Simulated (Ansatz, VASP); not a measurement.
**One calculation of Co3Sn2, two programs**

```
Co Sn
1.0
     4.16314    0.00000    0.00000
    -2.08157    3.60539    0.00000
     0.00000    0.00000    4.99313
Co Sn
3 2
Direct
  0.00000 0.00000 0.74610
  0.00000 0.00000 0.25390
  0.66667 0.33333 0.00000
  0.66667 0.33333 0.50000
  0.33333 0.66667 0.00000
```

Alike in both runs: functional PBEsol; k mesh 12 × 12 × 8; occupations gaussian, width 0.1 eV; collinear spin.

Ansatz relaxed the structure, and its values are those at the end. VASP's run is a single point on that final structure, the one shown.

|  | VASP | Ansatz |
| --- | --- | --- |
| version | VASP 6.6.1 | Ansatz 0.2.0 |
| potentials or method | VASP PAW PBE potentials, release 64 (Co, Sn_d), cutoff 600 eV | scalar-relativistic, plane waves, PAW |
| valence electrons in the cell | 55 | 79 |

```csv
,VASP,Ansatz,Ansatz less VASP
gap on the k mesh at the Fermi level (eV),none,none,-
pressure (GPa),-0.1,0.0,+0.12
net moment per atom (μB),0.46,0.46,+0.007
size of the moment on the site where the two differ most (μB),0.05,0.02,-0.028
```

VASP's potentials were made for PBE, not for PBEsol. Site moments also hang on the region over which each program counts them. A gap of «none» marks a metal or a gap that the smearing closes. VASP's potentials hold 55 valence electrons a cell and Ansatz's 79, so a difference there can come from the potentials and not from the codes.
